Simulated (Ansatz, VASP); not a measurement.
**Two plane-wave programs on BaTe**

```xyz
2
Lattice="0.0000 3.5101 3.5101 3.5101 0.0000 3.5101 3.5101 3.5101 0.0000" Properties=species:S:1:pos:R:3 pbc="T T T"
Ba    0.0000    0.0000    0.0000
Te    3.5101    3.5101    3.5101
```

Alike in both runs: task single point; functional PBE; k mesh 8 × 8 × 8; occupations gaussian, width 0.02 eV; no spin polarisation.

|  | VASP | Ansatz |
| --- | --- | --- |
| version | VASP 6.6.1 | Ansatz 0.2.0 |
| potentials or method | VASP PAW PBE potentials, release 64 (Ba_sv, Te), cutoff 520 eV | scalar-relativistic, plane waves, PAW |
| valence electrons in the cell | 16 | 26 |

Ansatz gave:

```
gap on the k mesh at the Fermi level (eV) : 1.62
least direct gap on the mesh (eV)         : 1.97
pressure (GPa)                            : 0.6
```

Task: Which values does VASP return?

Result: gap on the k mesh at the Fermi level (eV): 1.54; least direct gap on the mesh (eV): 1.92; pressure (GPa): 0.9.

VASP's potentials hold 16 valence electrons a cell and Ansatz's 26, so a difference there can come from the potentials and not from the codes.

Neither program's run includes spin-orbit coupling.
